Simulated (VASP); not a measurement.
# GaN (Fm-3m) in VASP: further runs

GaN is run at these levels: PBE; tasks: single point.

All numbers are computed with VASP 6.6.1; they aren't measurements. Logs are shortened: lines on timing, memory, paths and dates and some standing lists are left out, and cuts for length are marked.

## 1. The cell of the first run

Symmetry: Fm-3m, No. 225, cubic system. Conventional cell: a = 3.985 Å, b = 3.985 Å, c = 3.985 Å, α = 90.00°, β = 90.00°, γ = 90.00°. Ga (site symmetry m-3m) has 6 N at 1.99 Å within 2.6 Å. N (site symmetry m-3m) has 6 Ga at 1.99 Å within 2.6 Å.

## 2. Single point, PBE

The input, INCAR:

```
SYSTEM = GaN
ALGO     = Normal         ! electronic algorithm
EDIFF    = 1E-7           ! SCF threshold, eV
ENCUT    = 520            ! plane-wave cutoff, eV
GGA      = PE             ! functional
ISIF     = 2              ! what is computed and relaxed
ISMEAR   = -1             ! smearing method
LASPH    = .TRUE.         ! aspherical terms in the spheres
LCHARG   = .FALSE.        ! write CHGCAR
LREAL    = .FALSE.        ! projectors in reciprocal space
LWAVE    = .FALSE.        ! write WAVECAR
NBANDS   = 16             ! bands
NELM     = 60             ! most SCF steps
PREC     = Accurate       ! precision mode
SIGMA    = 0.02           ! smearing width, eV
```

The input, KPOINTS:

```
k-points
0
G
  13 13 13
  0 0 0
```

The input, POSCAR:

```
GaN
1.0
    0.0000000000      1.9925000000      1.9925000000
    1.9925000000      0.0000000000      1.9925000000
    1.9925000000      1.9925000000      0.0000000000
Ga N
1 1
Direct
    0.5000000000      0.5000000000      0.5000000000
    0.0000000000      0.0000000000      0.0000000000
```

Potentials or basis: VASP PAW PBE potentials, release 64 (Ga_d, N).

Run with:

```console
$ cat potpaw_PBE.64/Ga_d/POTCAR potpaw_PBE.64/N/POTCAR > POTCAR
$ mpirun -np 1 vasp_std > vasp.out
```

OUTCAR:

```text
SYSTEM = GaN
   EDIFF = 1E-7
   ENCUT = 520
   GGA = PE
   ISIF = 2
   ISMEAR = -1
   LASPH = .TRUE.
   LREAL = .FALSE.
   NELM = 60
   PREC = Accurate

 ion  position               nearest neighbor table
   1  0.500  0.500  0.500-   2 1.99   2 1.99   2 1.99   2 1.99   2 1.99   2 1.99
   2  0.000  0.000  0.000-   1 1.99   1 1.99   1 1.99   1 1.99   1 1.99   1 1.99

  LATTYP: Found a face centered cubic cell.
 ALAT       =     3.9850000000

  Lattice vectors:

 A1 = (   0.0000000000,   1.9925000000,   1.9925000000)
 A2 = (   1.9925000000,   0.0000000000,   1.9925000000)
 A3 = (   1.9925000000,   1.9925000000,   0.0000000000)

Analysis of symmetry for initial positions (statically):
=====================================================================
 Subroutine PRICEL returns:
 Original cell was already a primitive cell.

 Routine SETGRP: Setting up the symmetry group for a
 face centered cubic supercell.

 Subroutine GETGRP returns: Found 48 space group operations
 (whereof 48 operations were pure point group operations)
 out of a pool of 48 trial point group operations.

The static configuration has the point symmetry O_h .

Analysis of symmetry for dynamics (positions and initial velocities):
=====================================================================
 Subroutine PRICEL returns:
 Original cell was already a primitive cell.

 Routine SETGRP: Setting up the symmetry group for a
 face centered cubic supercell.

 Subroutine GETGRP returns: Found 48 space group operations
 (whereof 48 operations were pure point group operations)
 out of a pool of 48 trial point group operations.

The dynamic configuration has the point symmetry O_h .

 Subroutine INISYM returns: Found 48 space group operations
 (whereof 48 operations are pure point group operations),
 and found     1 'primitive' translations

----------------------------------------------------------------------------------------

                                     Primitive cell

  volume of cell :      15.8207

  direct lattice vectors                    reciprocal lattice vectors
     0.000000000  1.992500000  1.992500000    -0.250941029  0.250941029  0.250941029
     1.992500000  0.000000000  1.992500000     0.250941029 -0.250941029  0.250941029
     1.992500000  1.992500000  0.000000000     0.250941029  0.250941029 -0.250941029

  length of vectors
     2.817820523  2.817820523  2.817820523     0.434642612  0.434642612  0.434642612

  position of ions in fractional coordinates (direct lattice)
     0.500000000  0.500000000  0.500000000
     0.000000000  0.000000000  0.000000000

  ion indices of the primitive-cell ions
   primitive index   ion index
                 1           1
                 2           2

----------------------------------------------------------------------------------------

 KPOINTS: k-points

Automatic generation of k-mesh.
 Grid dimensions read from file:
 generate k-points for:   13   13   13

 Generating k-lattice:

  Cartesian coordinates                     Fractional coordinates (reciprocal lattice)
    -0.019303156  0.019303156  0.019303156     0.076923077  0.000000000  0.000000000
     0.019303156 -0.019303156  0.019303156     0.000000000  0.076923077  0.000000000
     0.019303156  0.019303156 -0.019303156     0.000000000  0.000000000  0.076923077

  Length of vectors
     0.033434047  0.033434047  0.033434047

  Shift w.r.t. Gamma in fractional coordinates (k-lattice)
     0.000000000  0.000000000  0.000000000

 Subroutine IBZKPT returns following result:
 ===========================================

 Found     84 irreducible k-points:

 Following reciprocal coordinates:
            Coordinates               Weight
  0.000000  0.000000  0.000000      1.000000
  0.076923  0.000000  0.000000      8.000000
  0.153846  0.000000  0.000000      8.000000
  0.230769  0.000000  0.000000      8.000000
  0.307692  0.000000  0.000000      8.000000
  0.384615  0.000000  0.000000      8.000000
[... 16 lines left out ...]
  0.384615  0.153846  0.000000     24.000000
  0.461538  0.153846  0.000000     24.000000
 [... further k-points ...]
   k-points           NKPTS =     84   k-points in BZ     NKDIM =     84   number of bands    NBANDS=     16
   number of dos      NEDOS =    301   number of ions     NIONS =      2
   total plane-waves  NPLWV =  13824
   dimension x,y,z NGX =    24 NGY =   24 NGZ =   24
   dimension x,y,z NGXF=    48 NGYF=   48 NGZF=   48
   ions per type =               1   1
   NGX,Y,Z   is equivalent  to a cutoff of  14.16, 14.16, 14.16 a.u.
   NGXF,Y,Z  is equivalent  to a cutoff of  28.32, 28.32, 28.32 a.u.
 SYSTEM =  GaN
   PREC   = accura    normal or accurate (medium, high low for compatibility)
   ISTART =      0    job   : 0-new  1-cont  2-samecut
   ICHARG =      2    charge: 1-file 2-atom 10-const
   ISPIN  =      1    spin polarized calculation?
   LNONCOLLINEAR =      F non collinear calculations
   LSORBIT =      F    spin-orbit coupling
   LASPH  =      T    aspherical Exc in radial PAW
   ENCUT  =  520.0 eV  38.22 Ry    6.18 a.u.   5.24  5.24  5.24*2*pi/ulx,y,z
   NELM   =     60;   NELMIN=  2; NELMDL= -5     # of ELM steps
   EDIFF  = 0.1E-06   stopping-criterion for ELM
   LREAL  =      F    real-space projection
   EDIFFG = 0.1E-05   stopping-criterion for IOM
   NSW    =      0    number of steps for IOM
   IBRION =     -1    ionic relax: 0-MD 1-quasi-New 2-CG
   NFREE  =      0    steps in history (QN), initial steepest desc. (CG)
   ISIF   =      2    stress and relaxation
   ISYM   =      2    0-nonsym 1-usesym 2-fastsym
   POTIM  = 0.5000    time-step for ionic-motion
   TEBEG  =    0.0;   TEEND  =   0.0 temperature during run
   PSTRESS=    0.0 pullay stress
   NELECT =      18.0000    total number of electrons
   NUPDOWN=      -1.0000    fix difference up-down
   EMIN   =  10.00;   EMAX   =-10.00  energy-range for DOS
   EFERMI =   0.00;   METHOD = LEGACY
   ISMEAR =    -1;   SIGMA  =   0.02  broadening in eV -4-tet -1-fermi 0-gaus
   EFERMI_NEDOS =   21; number of points for ismear=-14 and -15
   IALGO  =     38    algorithm
   IMIX   =      4    mixing-type and parameters
     AMIX     =   0.40;   BMIX     =  1.00
     AMIX_MAG =   1.60;   BMIX_MAG =  1.00
  volume/ion in A,a.u.               =       7.91        53.38
  Fermi-wavevector in a.u.,A,eV,Ry     =   1.709060  3.229655 39.741073  2.920886
  Thomas-Fermi vector in A             =   2.787614
   LORBIT       =      0    0 simple, 1 ext, 2 COOP (PROOUT), +10 PAW based schemes
   GGA     = PE    functional components
   LHFCALC =     F    Hartree Fock is set to
   AEXX    =    0.0000 exact exchange contribution
   IVDW    =     0    specifies the selected vdW correction
   LEPSILON=     F    determine dielectric tensor
   LRPA    =     F    only Hartree local field effects (RPA)
 non-spin polarized calculation
  energy-cutoff  :      520.00
  volume of cell :       15.82
 maximum number of plane-waves:       440
 NGX is ok and might be reduce to    24
   NGX = 11   NGY = 11   NGZ = 11

 number of electron      17.9999999 magnetization

 Free energy of the ion-electron system (eV)
  ---------------------------------------------------
  ext. energy  EPLUGINS =         0.00000000
  ---------------------------------------------------
  free energy    TOTEN  =       -10.53600666 eV

  energy without entropy =      -10.53600666  energy(sigma->0) =      -10.53600666

 E-fermi :  10.7831     XC(G=0): -14.1206

 val. band max:       10.3049770444   @ k =  -0.2308   0.1538   0.0000
 cond. band min:      12.2179740475   @ k =   0.4615   0.4615   0.0000
 fundamental gap:      1.9129970031
 Fermi energy:        10.7830669333

 k-point     1 :       0.0000    0.0000    0.0000
  band No.  band energies     occupation
      1      -8.9406      2.00000
      2      -3.6887      2.00000
      3      -3.6887      2.00000
      4      -3.6887      2.00000
      5      -3.5393      2.00000
      6      -3.5393      2.00000
[... 8 lines left out ...]
     15      28.8608      0.00000
     16      28.8608      0.00000

 k-point     2 :       0.0769    0.0000    0.0000
  band No.  band energies     occupation
      1      -8.8033      2.00000
      2      -3.6993      2.00000
      3      -3.6787      2.00000
      4      -3.6787      2.00000
      5      -3.5554      2.00000
      6      -3.5554      2.00000
[... 8 lines left out ...]
     15      28.3506      0.00000
     16      28.3506      0.00000

 k-point     3 :       0.1538    0.0000    0.0000
  band No.  band energies     occupation
      1      -8.3976      2.00000
      2      -3.7302      2.00000
      3      -3.6875      2.00000
      4      -3.6875      2.00000
      5      -3.5627      2.00000
      6      -3.5627      2.00000
[... 8 lines left out ...]
     15      28.4184      0.00000
     16      28.4184      0.00000

 k-point     4 :       0.2308    0.0000    0.0000
  band No.  band energies     occupation
      1      -7.7460      2.00000
      2      -3.7797      2.00000
      3      -3.7637      2.00000
      4      -3.7637      2.00000
      5      -3.5071      2.00000
      6      -3.5071      2.00000
[... 8 lines left out ...]
     15      29.4807      0.00000
     16      29.4807      0.00000

 k-point     5 :       0.3077    0.0000    0.0000
  band No.  band energies     occupation
      1      -6.8970      2.00000
      2      -3.8585      2.00000
      3      -3.8585      2.00000
      4      -3.8514      2.00000
      5      -3.4315      2.00000
      6      -3.4315      2.00000
[... 8 lines left out ...]
     15      31.1231      0.00000
     16      31.1231      0.00000

 k-point     6 :       0.3846    0.0000    0.0000
  band No.  band energies     occupation
      1      -5.9536      2.00000
      2      -3.9669      2.00000
      3      -3.9381      2.00000
      4      -3.9381      2.00000
      5      -3.3658      2.00000
      6      -3.3658      2.00000
[... 8 lines left out ...]
     15      33.1850      0.00000
     16      33.1850      0.00000
[... 267 lines left out ...]
 k-point    21 :       0.2308    0.1538    0.0000
  band No.  band energies     occupation
      1      -7.8000      2.00000
      2      -3.7937      2.00000
      3      -3.7795      2.00000
      4      -3.6098      2.00000
      5      -3.5541      2.00000
      6      -3.4660      2.00000
[... 8 lines left out ...]
     15      32.6103      0.00000
     16      33.1195      0.00000

 k-point    22 :       0.3077    0.1538    0.0000
  band No.  band energies     occupation
      1      -7.1693      2.00000
      2      -3.8654      2.00000
      3      -3.7954      2.00000
      4      -3.6666      2.00000
      5      -3.4446      2.00000
      6      -3.3994      2.00000
[... 8 lines left out ...]
     15      32.5999      0.00000
     16      33.8372      0.00000

 k-point    23 :       0.3846    0.1538    0.0000
  band No.  band energies     occupation
      1      -6.4493      2.00000
      2      -3.9412      2.00000
      3      -3.7690      2.00000
      4      -3.7493      2.00000
      5      -3.3400      2.00000
      6      -3.2706      2.00000
[... 8 lines left out ...]
     15      32.8524      0.00000
     16      35.2403      0.00000

 k-point    24 :       0.4615    0.1538    0.0000
  band No.  band energies     occupation
      1      -5.8167      2.00000
      2      -4.0125      2.00000
      3      -3.8302      2.00000
      4      -3.7127      2.00000
      5      -3.3102      2.00000
      6      -3.0111      2.00000
[... 8 lines left out ...]
     15      33.2382      0.00000
     16      36.6019      0.00000

 [... further k-points ...]

------------------------ aborting loop because EDIFF is reached ----------------------------------------

  FORCE on cell =-STRESS in cart. coord.  units (eV):
  Direction    XX          YY          ZZ          XY          YZ          ZX
  --------------------------------------------------------------------------------------
  -------------------------------------------------------------------------------------
  Total        6.9399851      6.9399851      6.9399851     -0.0000000     -0.0000000     -0.0000000
  in kB      702.8200408    702.8200408    702.8200408     -0.0000000     -0.0000000     -0.0000000
  external PRESSURE =     702.8200408 kB  Pullay stress =       0.0000000 kB

 VOLUME and BASIS-vectors are now :
 -----------------------------------------------------------------------------
  energy-cutoff  :      520.00
  volume of cell :       15.82
      direct lattice vectors                 reciprocal lattice vectors
     0.000000000  1.992500000  1.992500000    -0.250941029  0.250941029  0.250941029
     1.992500000  0.000000000  1.992500000     0.250941029 -0.250941029  0.250941029
     1.992500000  1.992500000  0.000000000     0.250941029  0.250941029 -0.250941029

 POSITION                                       TOTAL-FORCE (eV/Angst)
 -----------------------------------------------------------------------------------
      1.99250      1.99250      1.99250         0.000000      0.000000      0.000000
      0.00000      0.00000      0.00000        -0.000000     -0.000000     -0.000000
 -----------------------------------------------------------------------------------
    total drift:                                0.000000     -0.000000      0.000000

  FREE ENERGIE OF THE ION-ELECTRON SYSTEM (eV)
  ---------------------------------------------------
  free  energy   TOTEN  =       -10.5360066615 eV

  energy  without entropy=      -10.5360066615  energy(sigma->0) =      -10.53600666
```

Wall time 36 s (1 thread of AMD EPYC 7R43 (Zen 3), shared host); peak memory 0.11 GiB.

Results:

* Free energy: -10.5360 eV
* Pressure: 70.3 GPa
* Band gap on the k mesh: 1.91 eV, indirect (least direct gap 5.21 eV)

A k mesh can miss the band edges. As with any semilocal functional, this PBE gap is likely too small.

## 3. Single point, PBE (volume scaled by 1.04)

The input, INCAR:

```
ALGO     = Normal         # electronic algorithm
EDIFF    = 1E-6           # SCF threshold, eV
ENCUT    = 520            # plane-wave cutoff, eV
GGA      = PE             # functional
ISIF     = 2              # what is computed and relaxed
ISMEAR   = -1             # smearing method
LASPH    = True           # aspherical terms in the spheres
LCHARG   = True           # write CHGCAR
LELF     = True           # ELF
LREAL    = False          # projectors in reciprocal space
LVHAR    = True         
LWAVE    = False          # write WAVECAR
NBANDS   = 16             # bands
NELM     = 100            # most SCF steps
PREC     = Accurate       # precision mode
SIGMA    = 0.02           # smearing width, eV
```

The input, KPOINTS:

```
k-points
0
Gamma
  13 13 13
```

The input, POSCAR:

```
GaN
1.0
    0.0000000000      2.0187201121      2.0187201121
    2.0187201121      0.0000000000      2.0187201121
    2.0187201121      2.0187201121      0.0000000000
Ga N
1 1
Direct
    0.5000000000      0.5000000000      0.5000000000
    0.0000000000      0.0000000000      0.0000000000
```

Potentials or basis: VASP PAW PBE potentials, release 64 (Ga_d, N).

Run with:

```console
$ cat potpaw_PBE.64/Ga_d/POTCAR potpaw_PBE.64/N/POTCAR > POTCAR
$ mpirun -np 1 vasp_std > vasp.out
```

OUTCAR:

```text
EDIFF = 1E-6
   ENCUT = 520
   GGA = PE
   ISIF = 2
   ISMEAR = -1
   LASPH = True
   LREAL = False
   NELM = 100
   PREC = Accurate

 ion  position               nearest neighbor table
   1  0.500  0.500  0.500-   2 2.02   2 2.02   2 2.02   2 2.02   2 2.02   2 2.02
   2  0.000  0.000  0.000-   1 2.02   1 2.02   1 2.02   1 2.02   1 2.02   1 2.02

  LATTYP: Found a face centered cubic cell.
 ALAT       =     4.0374402242

  Lattice vectors:

[... 642 lines left out ...]

------------------------ aborting loop because EDIFF is reached ----------------------------------------

  FORCE on cell =-STRESS in cart. coord.  units (eV):
  Direction    XX          YY          ZZ          XY          YZ          ZX
  --------------------------------------------------------------------------------------
  -------------------------------------------------------------------------------------
  Total        5.3784659      5.3784659      5.3784659     -0.0000000     -0.0000000     -0.0000000
  in kB      523.7338879    523.7338879    523.7338879     -0.0000000     -0.0000000     -0.0000000
  external PRESSURE =     523.7338879 kB  Pullay stress =       0.0000000 kB

 VOLUME and BASIS-vectors are now :
 -----------------------------------------------------------------------------
  energy-cutoff  :      520.00
  volume of cell :       16.45
      direct lattice vectors                 reciprocal lattice vectors
     0.000000000  2.018720112  2.018720112    -0.247681686  0.247681686  0.247681686
     2.018720112  0.000000000  2.018720112     0.247681686 -0.247681686  0.247681686
     2.018720112  2.018720112  0.000000000     0.247681686  0.247681686 -0.247681686

 POSITION                                       TOTAL-FORCE (eV/Angst)
 -----------------------------------------------------------------------------------
      2.01872      2.01872      2.01872        -0.000000      0.000000      0.000000
      0.00000      0.00000      0.00000         0.000000     -0.000000     -0.000000
 -----------------------------------------------------------------------------------
    total drift:                                0.000000     -0.000000      0.000000

  FREE ENERGIE OF THE ION-ELECTRON SYSTEM (eV)
  ---------------------------------------------------
  free  energy   TOTEN  =       -10.7776547898 eV

  energy  without entropy=      -10.7776547898  energy(sigma->0) =      -10.77765479
```

stdout:

```text
POSCAR found type information on POSCAR GaN
 POSCAR found :  2 types and       2 ions
 scaLAPACK will be used
 LDA part: xc-table for (Slater+PW92), standard interpolation
 POSCAR, INCAR and KPOINTS ok, starting setup
 FFT: planning ... GRIDC
 FFT: planning ... GRID_SOFT
 FFT: planning ... GRID
 WAVECAR not read
 entering main loop
```

Wall time 13 s (1 thread of Intel Xeon Platinum 8375C at 2.90GHz (Ice Lake), shared host); peak memory 0.15 GiB.

What came out:

* Free energy: -10.7777 eV
* Pressure: 52.4 GPa
* Band gap on the k mesh: 1.63 eV, indirect (least direct gap 4.62 eV)

[end of part 1 of 2]
